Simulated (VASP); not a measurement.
Input of a VASP 6.6.1 run:

Contents of INCAR:

```
SYSTEM = TlHg3S2
PREC = Accurate
ENCUT = 520
EDIFF = 1E-7
ISMEAR = 0
SIGMA = 0.15
LREAL = .False.
LASPH = .True.
NELM = 80
ALGO = Normal
ISIF = 2
LWAVE = .False.
LCHARG = .False.
GGA = PE
NBANDS = 40
```

The input KPOINTS:

```
regular mesh
0
Gamma
  3 3 2
  0 0 0
```

Contents of POSCAR:

```
TlHg3S2
1.0
    5.7412350714      0.0000000000      0.0000000000
    0.0000000000      5.3228468226      0.0000000000
    0.0000000000      0.0000000000      6.7168846105
Tl Hg S
1 3 2
Direct
    0.0000000000      0.0000000000      0.3448569041
    0.7490493087      0.5000000000      0.5628491376
    0.2509506913      0.5000000000      0.5628491376
    0.0000000000      0.5000000000      0.0299076664
    0.3224231718      0.0000000000      0.7613465922
    0.6775768282      0.0000000000      0.7613465922
```

Potentials or basis: VASP PAW PBE potentials, release 64 (Tl_d, Hg, S).

Run with:

```sh
$ cat potpaw_PBE.64/Tl_d/POTCAR potpaw_PBE.64/Hg/POTCAR potpaw_PBE.64/S/POTCAR > POTCAR
$ mpirun -np 1 vasp_std > vasp.out
```

(1) Predict the band gap on the k mesh.

(2) What does it give for the pressure?

Answers

(1) zero (an odd number of electrons rules out a gap without spin polarisation).

(2) 0.1 GPa.

Caveat: the k points lie up to 0.47 Å⁻¹ apart, too coarse for converged energies and pressures of a metal; spin-orbit coupling is left out, which moves the levels of the heavy elements.
